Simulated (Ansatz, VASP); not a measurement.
Two plane-wave programs on Co

File POSCAR:

```
Co
1.0
    0.0000000000      2.1560167158      2.1560167158
    2.1560167158      0.0000000000      2.1560167158
    2.1560167158      2.1560167158      0.0000000000
Co
2
Direct
    0.0000000000      0.0000000000      0.0000000000
    0.5000000000      0.5000000000      0.5000000000
```

Contents of INCAR.step1:

```
SYSTEM = Co
  PREC = Accurate
  ENCUT = 520
  ISMEAR = -1
  SIGMA = 0.05
  LREAL = .False.
  LASPH = .True.
  NELM = 150
  ISPIN = 2
  MAGMOM = -2.018 -2.018
  LMAXMIX = 4
  NBANDS = 20
  GGA = PE
  ALGO = Normal
  EDIFF = 1E-4
  LWAVE = .True.
  LCHARG = .False.
```

The input INCAR.step2:

```
SYSTEM = Co
  PREC = Accurate
  ENCUT = 520
  EDIFF = 1E-6
  ISMEAR = -1
  SIGMA = 0.05
  LREAL = .False.
  LASPH = .True.
  NELM = 150
  ALGO = Normal
  ISIF = 2
  LWAVE = .False.
  LCHARG = .False.
  ISPIN = 2
  MAGMOM = -2.018 -2.018
  LORBIT = 11
  LMAXMIX = 4
  METAGGA = R2SCAN
  LMIXTAU = .True.
  NBANDS = 20
  ISTART = 1
```

File KPOINTS:

```
regular mesh
0
Gamma
  14 14 14
  0 0 0
```

Input for Ansatz:

```yaml
crystal:
  lattice:
    - [0.0, 2.1560167158, 2.1560167158]
    - [2.1560167158, 0.0, 2.1560167158]
    - [2.1560167158, 2.1560167158, 0.0]
  atoms:
    - { symbol: Co, position: [0.0, 0.0, 0.0], spin: -2.018 }
    - { symbol: Co, position: [0.5, 0.5, 0.5], spin: -2.018 }
hamiltonian:
  xc: r2scan
  pseudopotentials:
    kind: paw
    azcp:
      Co: "pseudopotentials/Co.paw.azcp"
basis:
  ecutwfc: 500
  fft_grid_basis: typed
kpoints:
  mp_grid: { grid: [14, 14, 14], shift: [0, 0, 0] }
magnetization:
  spin_polarized: true
scf:
  occupations: { method: fermi_dirac, width: 0.05 }
  lower_state_search: "off"
output:
  stress: true
```

Alike in both runs: task single point; functional r2SCAN; k mesh 14 × 14 × 14; occupations fermi-dirac, width 0.05 eV; collinear spin.

|  | VASP | Ansatz |
| --- | --- | --- |
| version | VASP 6.6.1 | Ansatz 0.2.0 |
| potentials or method | VASP PAW PBE potentials, release 64 (Co), cutoff 520 eV | plane waves (500 eV) with PAW, scalar-relativistic |
| valence electrons in the cell | 18 | 34 |

|  | VASP | Ansatz | Ansatz less VASP |
| --- | --- | --- | --- |
| net moment per atom (μB) | 1.87 | 1.87 | +0.001 |
| size of the moment on the site where the two differ most (μB) | 1.89 | 1.90 | +0.009 |

VASP's potentials were made for PBE, not for r2SCAN. Site moments also hang on the region over which each program counts them. VASP's potentials hold 18 valence electrons a cell and Ansatz's 34, so a difference there can come from the potentials and not from the codes. Ansatz's warnings: stability check not made.
